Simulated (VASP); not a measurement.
# HfH3F (Pm-3m) in VASP: further runs

HfH3F is run at these levels: PBE; tasks: relaxation of cell and atoms.

All numbers are computed with VASP 6.6.1; they aren't measurements. Logs are shortened: lines on timing, memory, paths and dates and some standing lists are left out, and cuts for length are marked.

## (1) The cell of the first run

Symmetry: Pm-3m, No. 221, cubic system. The conventional cell has a = 3.533 Å, b = 3.533 Å, c = 3.533 Å, α = 90.00°, β = 90.00°, γ = 90.00°. Hf (site symmetry m-3m) has 12 H at 2.50 Å and 8 F at 3.06 Å within 3.3 Å. H (site symmetry 4/mmm) has 2 F at 1.77 Å within 2.3 Å. F (site symmetry m-3m) has 6 H at 1.77 Å within 2.3 Å.

The cell was built from a structure type or drawn by symmetry, and may not be a known phase.

## (2) Relaxation of cell and atoms, PBE

File INCAR:

```
PREC = Accurate
ENCUT = 600
EDIFF = 1E-7
ISMEAR = 0
SIGMA = 0.15
LREAL = F
LASPH = T
NELM = 120
ALGO = Normal
ISIF = 3
LWAVE = F
LCHARG = F
GGA = PE
IBRION = 2
NSW = 36
EDIFFG = -0.08
GGA_COMPAT = F
NELMIN = 4
```

File KPOINTS:

```
Automatic mesh
0
Gamma
  3 3 3
```

File POSCAR:

```
HfH3F
1.0
    3.5330605400      0.0000000000      0.0000000000
    0.0000000000      3.5330605400      0.0000000000
    0.0000000000      0.0000000000      3.5330605400
Hf H F
1 3 1
Direct
    0.5000000000      0.5000000000      0.5000000000
    0.5000000000      0.0000000000      0.0000000000
    0.0000000000      0.5000000000      0.0000000000
    0.0000000000      0.0000000000      0.5000000000
    0.0000000000      0.0000000000      0.0000000000
```

Potentials or basis: VASP PAW PBE potentials, release 64 (Hf_pv, H, F).

On the command line:

```
> cat potpaw_PBE.64/Hf_pv/POTCAR potpaw_PBE.64/H/POTCAR potpaw_PBE.64/F/POTCAR > POTCAR
> mpirun -np 1 vasp_std > vasp.out
```

OUTCAR:

```text
PREC = Accurate
   ENCUT = 600
   EDIFF = 1E-7
   ISMEAR = 0
   LREAL = F
   LASPH = T
   NELM = 120
   ISIF = 3
   GGA = PE
   IBRION = 2
   NSW = 36
   EDIFFG = -0.08
   NELMIN = 4

 ion  position               nearest neighbor table
   1  0.500  0.500  0.500-
   2  0.500  0.000  0.000-
   3  0.000  0.500  0.000-
   4  0.000  0.000  0.500-
   5  0.000  0.000  0.000-

  LATTYP: Found a simple cubic cell.
 ALAT       =     3.5330605400

  Lattice vectors:

 A1 = (   3.5330605400,   0.0000000000,   0.0000000000)
 A2 = (   0.0000000000,   3.5330605400,   0.0000000000)
 A3 = (   0.0000000000,   0.0000000000,   3.5330605400)

Analysis of symmetry for initial positions (statically):
=====================================================================
 Subroutine PRICEL returns:
 Original cell was already a primitive cell.

 Routine SETGRP: Setting up the symmetry group for a
 simple cubic supercell.

 Subroutine GETGRP returns: Found 48 space group operations
 (whereof 48 operations were pure point group operations)
 out of a pool of 48 trial point group operations.

The static configuration has the point symmetry O_h .

Analysis of symmetry for dynamics (positions and initial velocities):
=====================================================================
 Subroutine PRICEL returns:
 Original cell was already a primitive cell.

 Routine SETGRP: Setting up the symmetry group for a
 simple cubic supercell.

 Subroutine GETGRP returns: Found 48 space group operations
 (whereof 48 operations were pure point group operations)
 out of a pool of 48 trial point group operations.

The dynamic configuration has the point symmetry O_h .

 Subroutine INISYM returns: Found 48 space group operations
 (whereof 48 operations are pure point group operations),
 and found     1 'primitive' translations

----------------------------------------------------------------------------------------

[... 144 lines left out ...]
     0.000000000  3.533060540  0.000000000     0.000000000  0.283040720  0.000000000
     0.000000000  0.000000000  3.533060540     0.000000000  0.000000000  0.283040720

 POSITION                                       TOTAL-FORCE (eV/Angst)
 -----------------------------------------------------------------------------------
      1.76653      1.76653      1.76653         0.000000      0.000000      0.000000
      1.76653      0.00000      0.00000         0.000000      0.000000      0.000000
      0.00000      1.76653      0.00000         0.000000      0.000000      0.000000
      0.00000      0.00000      1.76653         0.000000      0.000000      0.000000
      0.00000      0.00000      0.00000         0.000000      0.000000      0.000000
 -----------------------------------------------------------------------------------
    total drift:                                0.000000      0.000000      0.000000

  FREE ENERGIE OF THE ION-ELECTRON SYSTEM (eV)
  ---------------------------------------------------
  free  energy   TOTEN  =       -19.4105509277 eV

  energy  without entropy=      -19.4066034933  energy(sigma->0) =      -19.40857721

--------------------------------------- Ionic step        2  -------------------------------------------

 number of electron      20.0000008 magnetization

 Free energy of the ion-electron system (eV)
  ---------------------------------------------------
  ext. energy  EPLUGINS =         0.00000000
  ---------------------------------------------------
  free energy    TOTEN  =       -19.42101170 eV

  energy without entropy =      -19.41774774  energy(sigma->0) =      -19.41937972

 E-fermi :   4.0374     XC(G=0): -10.7746

 val. band max:        3.7686331360   @ k =   0.3333   0.3333   0.0000
 cond. band min:       4.2877229387   @ k =   0.3333   0.3333   0.3333
 fundamental gap:      0.5190898027
 Fermi energy:         4.0374105652

 k-point     1 :       0.0000    0.0000    0.0000
  band No.  band energies     occupation
      1     -28.1745      2.00000
      2     -28.1745      2.00000
      3     -28.1745      2.00000
      4     -19.5722      2.00000
      5      -3.5027      2.00000
      6      -1.0803      2.00000
      7      -1.0803      2.00000
      8      -1.0803      2.00000
      9       0.2772      2.00000
     10       0.2772      2.00000
     11       6.4962      0.00000
     12       6.4962      0.00000
     13       6.4962      0.00000
     14       7.4280      0.00000
[... 37 lines left out ...]
      1     -28.2663      2.00000
      2     -28.2615      2.00000
      3     -28.2615      2.00000
      4     -19.3363      2.00000
      5      -3.5746      2.00000
      6      -3.3629      2.00000
      7      -3.3629      2.00000
      8       2.5774      2.00000
      9       3.6808      1.99923
     10       3.6808      1.99923
     11       4.2877      0.01828
     12       4.7960      0.00000
     13       4.7960      0.00000
     14       8.7950      0.00000

------------------------ aborting loop because EDIFF is reached ----------------------------------------

  FORCE on cell =-STRESS in cart. coord.  units (eV):
  Direction    XX          YY          ZZ          XY          YZ          ZX
  --------------------------------------------------------------------------------------
  -------------------------------------------------------------------------------------
  Total       -0.1816247     -0.1816247     -0.1816247      0.0000000      0.0000000     -0.0000000
  in kB       -6.7458490     -6.7458490     -6.7458490      0.0000000      0.0000000     -0.0000000
  external PRESSURE =      -6.7458490 kB  Pullay stress =       0.0000000 kB

 VOLUME and BASIS-vectors are now :
 -----------------------------------------------------------------------------
  energy-cutoff  :      600.00
  volume of cell :       43.14
      direct lattice vectors                 reciprocal lattice vectors
     3.507112035 -0.000000000 -0.000000000     0.285134889  0.000000000  0.000000000
    -0.000000000  3.507112035 -0.000000000     0.000000000  0.285134889  0.000000000
     0.000000000  0.000000000  3.507112035     0.000000000  0.000000000  0.285134889

 POSITION                                       TOTAL-FORCE (eV/Angst)
 -----------------------------------------------------------------------------------
      1.75356      1.75356      1.75356        -0.000000      0.000000      0.000000
      1.75356     -0.00000     -0.00000         0.000000      0.000000      0.000000
     -0.00000      1.75356     -0.00000         0.000000      0.000000      0.000000
      0.00000      0.00000      1.75356         0.000000      0.000000      0.000000
      0.00000      0.00000      0.00000         0.000000      0.000000      0.000000
 -----------------------------------------------------------------------------------
    total drift:                                0.000000      0.000000      0.000000

  FREE ENERGIE OF THE ION-ELECTRON SYSTEM (eV)
  ---------------------------------------------------
  free  energy   TOTEN  =       -19.4210117002 eV

  energy  without entropy=      -19.4177477393  energy(sigma->0) =      -19.41937972

 reached required accuracy - stopping structural energy minimisation
```

OSZICAR:

```text
N       E                     dE             d eps       ncg     rms          rms(c)
DAV:   1     0.637037010335E+02    0.63704E+02   -0.11438E+04   112   0.149E+03
DAV:   2    -0.200138682048E+02   -0.83718E+02   -0.81698E+02   136   0.278E+02
DAV:   3    -0.233631097490E+02   -0.33492E+01   -0.33362E+01   154   0.450E+01
[... 22 lines left out ...]
DAV:   6    -0.194210138780E+02    0.67684E-04   -0.40396E-04   150   0.960E-02    0.217E-02
DAV:   7    -0.194210213540E+02   -0.74760E-05   -0.20549E-04   124   0.620E-02    0.410E-02
DAV:   8    -0.194210116098E+02    0.97442E-05   -0.57385E-05   124   0.366E-02    0.641E-03
DAV:   9    -0.194210116944E+02   -0.84662E-07   -0.26007E-06   144   0.105E-02    0.141E-03
DAV:  10    -0.194210117002E+02   -0.57726E-08   -0.15881E-07    56   0.244E-03
   2 F= -.19421012E+02 E0= -.19419380E+02  d E =-.104608E-01
```

Wall time 8.1 s (1 thread of AMD EPYC 9R45 (Zen 5), shared host); peak memory 0.12 GiB.

Results:

- Free energy: -19.4210 eV
- Relaxed volume: 8.63 Å³/atom
- Relaxed cell: a = 3.507 Å, b = 3.507 Å, c = 3.507 Å, α = 90.00°, β = 90.00°, γ = 90.00°
- Space group after relaxing (to 0.1 Å): Pm-3m (No. 221)
- Energy gained by relaxing: 2.1 meV/atom
- Ionic steps: 2
- Pressure after relaxing: -0.7 GPa
- Band gap on the k mesh: 0.52 eV (least direct gap 0.61 eV)

Step by step:
```
step  energy change (eV)  largest force (eV/Å)  pressure (GPa)  volume (Å³)
   1              0.0000                0.0000           -2.77        44.10
   2             -0.0105                0.0000           -0.67        43.14
```

Final structure:
```cif
data_structure
_symmetry_space_group_name_H-M 'P 1'
_symmetry_Int_Tables_number 1
_cell_length_a 3.5071
_cell_length_b 3.5071
_cell_length_c 3.5071
_cell_angle_alpha 90.000
_cell_angle_beta 90.000
_cell_angle_gamma 90.000
_cell_volume 43.14
loop_
_atom_site_label
_atom_site_type_symbol
_atom_site_fract_x
_atom_site_fract_y
_atom_site_fract_z
_atom_site_occupancy
Hf1 Hf 0.50000 0.50000 0.50000 1
H1 H 0.50000 0.00000 0.00000 1
H2 H 0.00000 0.50000 0.00000 1
H3 H 0.00000 0.00000 0.50000 1
F1 F 0.00000 0.00000 0.00000 1
```

Levels at points of the mesh, in eV from the valence-band top:
```
           k point  band 7  band 8  band 9  band 10  band 11  band 12  band 13  band 14
(0.00, 0.00, 0.00)   -4.85   -4.85   -3.49    -3.49     2.73     2.73     2.73     3.66
```

Caveat: the k points lie up to 0.60 Å⁻¹ apart in the final cell; spin-orbit coupling is left out, which moves the levels of the heavy elements; an odd mesh through Γ misses points on the zone boundary, where band edges can lie.

## (3) Relaxation of cell and atoms, PBE

This run uses another cell than the first one, of 8.93 Å³/atom.

File INCAR:

```
SYSTEM = HfH3F
PREC = Accurate
ENCUT = 600
EDIFF = 1E-7
ISMEAR = 0
SIGMA = 0.15
LREAL = .FALSE.
LASPH = .TRUE.
NELM = 120
ALGO = Normal
ISIF = 3
LWAVE = .FALSE.
LCHARG = .FALSE.
GGA = PE
IBRION = 2
NSW = 36
EDIFFG = -0.08
GGA_COMPAT = .FALSE.
NELMIN = 4
```

File KPOINTS:

```
regular mesh
0
G
  3 3 3
  0 0 0
```

File POSCAR:

```
HfH3F
1.0
    3.5479818700      0.0000000000      0.0000000000
    0.0000000000      3.5479818700      0.0000000000
    0.0000000000      0.0000000000      3.5479818700
Hf H F
1 3 1
Direct
    0.0000000000      0.0000000000      0.0000000000
    0.5000000000      0.0000000000      0.0000000000
    0.0000000000      0.5000000000      0.0000000000
    0.0000000000      0.0000000000      0.5000000000
    0.5000000000      0.5000000000      0.5000000000
```

Potentials or basis: VASP PAW PBE potentials, release 64 (Hf_pv, H, F).

On the command line:

```
> cat potpaw_PBE.64/Hf_pv/POTCAR potpaw_PBE.64/H/POTCAR potpaw_PBE.64/F/POTCAR > POTCAR
> mpirun -np 1 vasp_std > vasp.out
```

It took 11 s on 1 thread of AMD EPYC 9R45 (Zen 5), shared host; peak memory 0.12 GiB.

Results (log left out):

```
Free energy                           : -24.3254 eV
Relaxed volume                        : 10.38 Å³/atom
Relaxed cell                          : a = 3.730 Å, b = 3.730 Å, c = 3.730 Å, α = 90.00°, β = 90.00°, γ = 90.00°
Space group after relaxing (to 0.1 Å) : Pm-3m (No. 221)
Energy gained by relaxing             : 66.6 meV/atom
Ionic steps                           : 3
Pressure after relaxing               : -0.1 GPa
Band gap on the k mesh                : 2.91 eV
```

The path:
| step | energy change (eV) | largest force (eV/Å) | pressure (GPa) | volume (Å³) |
| --- | --- | --- | --- | --- |
| 1 | 0.0000 | 0.0000 | 16.79 | 44.66 |
| 2 | -0.3292 | 0.0000 | 1.43 | 50.99 |
| 3 | -0.3328 | 0.0000 | -0.14 | 51.91 |

Final structure:
```cif
data_structure
_symmetry_space_group_name_H-M 'P 1'
_symmetry_Int_Tables_number 1
_cell_length_a 3.7303
_cell_length_b 3.7303
_cell_length_c 3.7303
_cell_angle_alpha 90.000
_cell_angle_beta 90.000
_cell_angle_gamma 90.000
_cell_volume 51.91
loop_
_atom_site_label
_atom_site_type_symbol
_atom_site_fract_x
_atom_site_fract_y
_atom_site_fract_z
_atom_site_occupancy
Hf1 Hf 0.00000 0.00000 0.00000 1
H1 H 0.50000 0.00000 0.00000 1
H2 H 0.00000 0.50000 0.00000 1
H3 H 0.00000 0.00000 0.50000 1
F1 F 0.50000 0.50000 0.50000 1
```

Levels at points of the mesh, in eV from the valence-band top:
| k point | band 8 | band 9 | band 10 | band 11 | band 12 | band 13 |
| --- | --- | --- | --- | --- | --- | --- |
| (0.00, 0.00, 0.00) | -0.82 | -0.82 | -0.82 | 4.76 | 4.76 | 4.76 |

Caveat: the k points lie up to 0.56 Å⁻¹ apart in the final cell; the volume moved by over 15 % at a fixed basis, so the end points are rough; spin-orbit coupling is left out, which moves the levels of the heavy elements; an odd mesh through Γ misses points on the zone boundary, where band edges can lie.

(Part 1 of 2 ends here.)
